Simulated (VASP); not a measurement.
# Ag (Fm-3m) in VASP: notebook, part 2 of 2

VASP 6.6.1. Earlier steps stand in the parts before.

## Step 3: Single point, B3LYP5

This run uses another cell than the first one, of 17.05 Å³/atom.

File POSCAR:

```
Ag
1.0
    0.0000000000      2.0427500000      2.0427500000
    2.0427500000      0.0000000000      2.0427500000
    2.0427500000      2.0427500000      0.0000000000
Ag
1
Direct
    0.0000000000      0.0000000000      0.0000000000
```

File INCAR.step1:

```
PREC     = Accurate       # precision mode
ENCUT    = 520            # plane-wave cutoff, eV
EDIFF    = 1E-5           # SCF threshold, eV
ISMEAR   = -1             # smearing method
SIGMA    = 0.05           # smearing width, eV
LREAL    = False          # projectors in reciprocal space
LASPH    = True           # aspherical terms in the spheres
NELM     = 60             # most SCF steps
ALGO     = Normal         # electronic algorithm
ISIF     = 2              # what is computed and relaxed
LWAVE    = True           # write WAVECAR
GGA      = PE             # functional
NBANDS   = 12             # bands
```

File INCAR.step2:

```
PREC     = Accurate       # precision mode
ENCUT    = 520            # plane-wave cutoff, eV
EDIFF    = 1E-6           # SCF threshold, eV
ISMEAR   = -1             # smearing method
SIGMA    = 0.05           # smearing width, eV
LREAL    = False          # projectors in reciprocal space
LASPH    = True           # aspherical terms in the spheres
NELM     = 60             # most SCF steps
ALGO     = Normal         # electronic algorithm
ISIF     = 2              # what is computed and relaxed
LWAVE    = False          # write WAVECAR
LCHARG   = True           # write CHGCAR
GGA      = B5             # functional
LHFCALC  = True           # exact exchange
AEXX     = 0.2            # exact-exchange fraction
AGGAX    = 0.72         
AGGAC    = 0.81         
ALDAC    = 0.19         
PRECFOCK = Normal       
LELF     = True           # ELF
LVHAR    = True         
ISTART   = 1            
NBANDS   = 12             # bands
```

File KPOINTS:

```
Automatic mesh
0
Gamma
  6 6 6
```

Potentials or basis: VASP PAW PBE potentials, release 64 (Ag).

Run with:

```sh
cat potpaw_PBE.64/Ag/POTCAR > POTCAR
cp INCAR.step1 INCAR
mpirun -np 1 vasp_std > vasp.out
cp INCAR.step2 INCAR
mpirun -np 1 vasp_std > vasp.out
```

OUTCAR:

```text
PREC = Accurate
   ENCUT = 520
   EDIFF = 1E-6
   ISMEAR = -1
   LREAL = False
   LASPH = True
   NELM = 60
   ISIF = 2
   GGA = B5
   LHFCALC = True
   AEXX = 0.2
   PRECFOCK = Normal
   ISTART = 1

 ion  position               nearest neighbor table
   1  0.000  0.000  0.000-

  LATTYP: Found a face centered cubic cell.
 ALAT       =     4.0855000000

  Lattice vectors:

 A1 = (   0.0000000000,   2.0427500000,   2.0427500000)
 A2 = (   2.0427500000,   0.0000000000,   2.0427500000)
 A3 = (   2.0427500000,   2.0427500000,   0.0000000000)

Analysis of symmetry for initial positions (statically):
=====================================================================
 Subroutine PRICEL returns:
 Original cell was already a primitive cell.

 Routine SETGRP: Setting up the symmetry group for a
 face centered cubic supercell.

 Subroutine GETGRP returns: Found 48 space group operations
 (whereof 48 operations were pure point group operations)
 out of a pool of 48 trial point group operations.

The static configuration has the point symmetry O_h .

Analysis of symmetry for dynamics (positions and initial velocities):
=====================================================================
 Subroutine PRICEL returns:
 Original cell was already a primitive cell.

 Routine SETGRP: Setting up the symmetry group for a
 face centered cubic supercell.

 Subroutine GETGRP returns: Found 48 space group operations
 (whereof 48 operations were pure point group operations)
 out of a pool of 48 trial point group operations.

The dynamic configuration has the point symmetry O_h .

 Subroutine INISYM returns: Found 48 space group operations
 (whereof 48 operations are pure point group operations),
 and found     1 'primitive' translations

----------------------------------------------------------------------------------------
[... 114 lines left out ...]
   AEXX    =    0.2000 exact exchange contribution
   HFSCREEN=    0.0000 screening length (either q_TF or 0.3 A-1)
   HFSCREENC=   0.0000 screening length for correlation (either q_TF or 0.3 A-1)
   ENCUTFOCK=  -1.0 apply spherical cutoff to Coloumb kernel
   IVDW    =     0    specifies the selected vdW correction
   LEPSILON=     F    determine dielectric tensor
   LRPA    =     F    only Hartree local field effects (RPA)
 non-spin polarized calculation
  energy-cutoff  :      520.00
  volume of cell :       17.05
 maximum number of plane-waves:       471
 NGX is ok and might be reduce to    24
  NGX = 18; NGY = 18; NGZ = 18

 number of electron      10.9999999 magnetization

 Free energy of the ion-electron system (eV)
  ---------------------------------------------------
  ext. energy  EPLUGINS =         0.00000000
  ---------------------------------------------------
  free energy    TOTEN  =        -2.31782061 eV

  energy without entropy =       -2.31026740  energy(sigma->0) =       -2.31404400

 E-fermi :   8.3972     XC(G=0):  -9.6278

 val. band max:        8.3707037348   @ k =   0.5000   0.3333   0.1667
 cond. band min:       9.6208073745   @ k =   0.5000   0.1667   0.0000
 fundamental gap:      1.2501036397
 Fermi energy:         8.3971940128

 k-point     1 :       0.0000    0.0000    0.0000
  band No.  band energies     occupation
      1      -0.0743      2.00000
      2       2.4209      2.00000
      3       2.4209      2.00000
      4       2.4209      2.00000
      5       3.4862      2.00000
      6       3.4862      2.00000
      7      26.0740      0.00000
      8      29.6102      0.00000
      9      29.6102      0.00000
     10      29.6102      0.00000
     11      34.7466      0.00000
     12      35.8060      0.00000
[... 211 lines left out ...]
 k-point    16 :      -0.3333    0.5000    0.1667
  band No.  band energies     occupation
      1       1.3068      2.00000
      2       1.4795      2.00000
      3       3.1654      2.00000
      4       3.7874      2.00000
      5       4.6400      2.00000
      6      13.4347      0.00000
      7      16.5653      0.00000
      8      17.7253      0.00000
      9      18.4855      0.00000
     10      30.2820      0.00000
     11      32.0660      0.00000
     12      35.9405      0.00000

------------------------ aborting loop because EDIFF is reached ----------------------------------------

  FORCE on cell =-STRESS in cart. coord.  units (eV):
  Direction    XX          YY          ZZ          XY          YZ          ZX
  --------------------------------------------------------------------------------------
  -------------------------------------------------------------------------------------
  Total        1.1718273      1.1718273      1.1718273      0.0000000      0.0000000      0.0000000
  in kB      110.1282027    110.1282027    110.1282027      0.0000000      0.0000000      0.0000000
  external PRESSURE =     110.1282027 kB  Pullay stress =       0.0000000 kB

 VOLUME and BASIS-vectors are now :
 -----------------------------------------------------------------------------
  energy-cutoff  :      520.00
  volume of cell :       17.05
      direct lattice vectors                 reciprocal lattice vectors
     0.000000000  2.042750000  2.042750000    -0.244768082  0.244768082  0.244768082
     2.042750000  0.000000000  2.042750000     0.244768082 -0.244768082  0.244768082
     2.042750000  2.042750000  0.000000000     0.244768082  0.244768082 -0.244768082

 POSITION                                       TOTAL-FORCE (eV/Angst)
 -----------------------------------------------------------------------------------
      0.00000      0.00000      0.00000         0.000000      0.000000      0.000000
 -----------------------------------------------------------------------------------
    total drift:                               -0.000000     -0.000000     -0.000000

  FREE ENERGIE OF THE ION-ELECTRON SYSTEM (eV)
  ---------------------------------------------------
  free  energy   TOTEN  =        -2.3178206066 eV

  energy  without entropy=       -2.3102674025  energy(sigma->0) =       -2.31404400
```

It took 26 min on 1 thread of Intel Xeon 8259CL, shared host; peak memory 0.13 GiB.

What came out:

| Quantity | Value |
| --- | --- |
| Free energy | -2.3178 eV |
| Pressure | 11.0 GPa |
| Band gap on the k mesh | zero (an odd number of electrons rules out a gap without spin polarisation) |

Caveat: the k points lie up to 0.44 Å⁻¹ apart, too coarse for converged energies and pressures of a metal; the PAW data sets were made with another functional, which shifts forces and pressure a little.

The gap in the log of VASP goes by the Fermi energy; the results here count the filled bands.